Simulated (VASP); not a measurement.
C, 2 atoms in the cell. It takes space group C2/m (No. 12, monoclinic). Conventional cell: a = 4.311 Å, b = 2.489 Å, c = 3.814 Å, α = 90.00°, β = 111.49°, γ = 90.00°. Within 1.9 Å of C (site symmetry m) lie 3 C at 1.44 Å. 

| Quantity | Value |
| --- | --- |
| Program | VASP 6.6.1 |
| Task | single point |
| Functional | LDA |
| Potentials or basis | VASP PAW LDA potentials, release 64 (C) |
| Cutoff | 520 eV |
| k mesh | 13 × 13 × 8 |
| Occupations | fermi-dirac, width 0.05 eV |
| Spin | no spin polarisation |
| Dipole correction | no |
| Further INCAR settings | ALGO = Normal; EDIFF = 1e-06; NBANDS = 11 |

Potentials or basis: VASP PAW LDA potentials, release 64 (C).

Launch:

```sh
$ cat potpaw_LDA.64/C/POTCAR > POTCAR
$ mpirun -np 1 vasp_std > vasp.out
```

Hardware: 1 thread of Intel Xeon 6975P-C, with other jobs on the host.

**Question.** Estimate the wall time of this run.

**Answer.** Run time: 43 s on 1 thread of Intel Xeon 6975P-C, with other jobs on the host, peak memory 0.16 GiB. Counts: scf iterations 11, k points 371.
